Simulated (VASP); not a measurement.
Here is a VASP 6.6.1 calculation.

Contents of INCAR:

```
SYSTEM = B
PREC     = Accurate       ! precision mode
ENCUT    = 600            ! plane-wave cutoff, eV
EDIFF    = 1E-6           ! SCF threshold, eV
ISMEAR   = 0              ! smearing method
SIGMA    = 0.1            ! smearing width, eV
LREAL    = .False.        ! projectors in reciprocal space
LASPH    = .True.         ! aspherical terms in the spheres
NELM     = 100            ! most SCF steps
ALGO     = Normal         ! electronic algorithm
ISIF     = 3              ! what is computed and relaxed
LWAVE    = .False.        ! write WAVECAR
LCHARG   = .False.        ! write CHGCAR
GGA      = PE             ! functional
IBRION   = 2              ! ionic algorithm
NSW      = 100            ! ionic steps
EDIFFG   = -0.01          ! ionic threshold
```

The input KPOINTS:

```
Automatic mesh
0
Gamma
  30 30 30
  0 0 0
```

POSCAR

```
B
1.0
   -0.9908442122      0.9908442122      1.5047860826
    0.9908442122     -0.9908442122      1.5047860826
    0.9908442122      0.9908442122     -1.5047860826
B
1
Direct
    0.0000000000      0.0000000000      0.0000000000
```

Potentials or basis: VASP PAW PBE potentials, release 64 (B).

Launch:

```console
$ cat potpaw_PBE.64/B/POTCAR > POTCAR
$ mpirun -np 1 vasp_std > vasp.out
```

Task: Predict the space group after relaxing (to 0.1 Å).

Result: Fm-3m (No. 225).

Task: Predict the relaxed cell.

Result: a = 2.034 Å, b = 2.034 Å, c = 2.034 Å, α = 120.66°, β = 120.66°, γ = 88.85°.

Task: Estimate the relaxed volume.

Result: 5.89 Å³/atom.

Task: Predict the band gap on the k mesh.

Result: Zero (an odd number of electrons rules out a gap without spin polarisation).

Final structure:
```
B
1.0
    -1.00668    1.00668    1.45241
     1.00668   -1.00668    1.45241
     1.00668    1.00668   -1.45241
B
1
Cartesian
  0.0000 0.0000 0.0000
```
